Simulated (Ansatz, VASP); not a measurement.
Ge: VASP beside Ansatz

```
CELL_PARAMETERS angstrom
4.12731 0.00000 0.00000
-2.06365 3.57435 0.00000
0.00000 0.00000 4.41301
ATOMIC_POSITIONS crystal
Ge 0.00000 0.50000 0.33333
Ge 0.50000 0.50000 0.66667
Ge 0.50000 0.00000 0.00000
```

Alike in both runs: functional PBE; k mesh 12 × 12 × 10; occupations gaussian, width 0.1 eV; no spin polarisation.

Ansatz relaxed the structure, and its values are those at the end. VASP's run is a single point on that final structure, the one shown.

|  | VASP | Ansatz |
| --- | --- | --- |
| version | VASP 6.6.1 | Ansatz 0.2.0 |
| potentials or method | VASP PAW PBE potentials, release 64 (Ge_d), cutoff 520 eV | scalar-relativistic, plane waves, PAW |
| valence electrons in the cell | 42 | 42 |

```csv
,VASP,Ansatz,Ansatz less VASP
gap on the k mesh at the Fermi level (eV),none,none,-
pressure (GPa),0.0,0.0,+0.01
```

A gap of «none» marks a metal or a gap that the smearing closes.
